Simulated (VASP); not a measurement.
KI:

```
K I
1.0
     4.71174    0.00000    0.00000
    -2.35587    4.08048    0.00000
     0.00000    0.00000    7.75229
K I
2 2
Cartesian
  0.0000 2.7203 0.0000
  2.3559 1.3602 3.8761
  0.0000 2.7203 2.8926
  2.3559 1.3602 6.7688
```

- Program: VASP 6.6.1
- Task: relaxation of cell and atoms
- Functional: PBE
- Potentials or basis: VASP PAW PBE potentials, release 64 (K_sv, I)
- Cutoff: 600 eV
- k mesh: 6 × 6 × 2
- Occupations: gaussian, width 0.1 eV
- Spin: no spin polarisation

At the start: pressure 13.3 GPa; volume 37.26 Å³/atom.

Question: Where does the relaxation end?

Answer: Over 6 steps the energy falls by 670.6 meV/atom and the volume is 63.54 Å³/atom (+70.5 %); space group P6_3mc (No. 186, to 0.1 Å) before and after.

The path:
```tsv
step	energy change (eV)	largest force (eV/Å)	pressure (GPa)	volume (Å³)
1	0.0000	0.0024	13.26	149.05
2	-2.5866	0.0197	1.17	225.97
3	-2.6582	0.0204	0.53	239.79
4	-2.6676	0.0198	-0.33	269.12
5	-2.6823	0.0200	-0.03	256.69
6	-2.6823	0.0199	0.04	254.15
```

Final structure:
```
CELL_PARAMETERS angstrom
5.63270 0.00000 0.00000
-2.81635 4.87807 0.00000
0.00000 0.00000 9.24953
ATOMIC_POSITIONS crystal
K 0.33333 0.66667 0.00002
K 0.66667 0.33333 0.50002
I 0.33333 0.66667 0.37312
I 0.66667 0.33333 0.87312
```

Caveat: the volume moved by over 15 % at a fixed basis, so the end points are rough.
